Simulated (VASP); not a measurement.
Input of a VASP 6.6.1 run:

INCAR

```
PREC = Accurate
ENCUT = 750
EDIFF = 1E-7
ISMEAR = -1
SIGMA = 0.02
LREAL = False
LASPH = True
NELM = 120
ALGO = Normal
ISIF = 3
LWAVE = False
LCHARG = False
GGA = PS
IBRION = 2
NSW = 80
EDIFFG = -0.005
GGA_COMPAT = False
NELMIN = 4
```

KPOINTS

```
Automatic mesh
0
Gamma
  8 8 8
```

POSCAR

```
Li2S
1.0
    0.0000000000      2.8528286925      2.8528286925
    2.8528286925      0.0000000000      2.8528286925
    2.8528286925      2.8528286925      0.0000000000
S Li
1 2
Direct
    0.0000000000      0.0000000000      0.0000000000
    0.2500000000      0.2500000000      0.2500000000
    0.7500000000      0.7500000000      0.7500000000
```

Potentials or basis: VASP PAW PBE potentials, release 64 (S, Li_sv).

Launch:

```bash
$ cat potpaw_PBE.64/S/POTCAR potpaw_PBE.64/Li_sv/POTCAR > POTCAR
$ mpirun -np 1 vasp_std > vasp.out
```

Problem. What does it give for the relaxed cell?

Solution. a = 3.999 Å, b = 3.999 Å, c = 3.999 Å, α = 60.00°, β = 60.00°, γ = 60.00°.

Problem. What does it give for the space group after relaxing (to 0.05 Å)?

Solution. Fm-3m (No. 225).

Problem. What does it give for the relaxed volume?

Solution. 15.07 Å³/atom.

Final structure:
```
S Li
1.0
     0.00000    2.82750    2.82750
     2.82750    0.00000    2.82750
     2.82750    2.82750    0.00000
S Li
1 2
Direct
  0.00000 0.00000 0.00000
  0.25000 0.25000 0.25000
  0.75000 0.75000 0.75000
```

Caveat: the PAW data sets were made with another functional, which shifts forces and pressure a little.
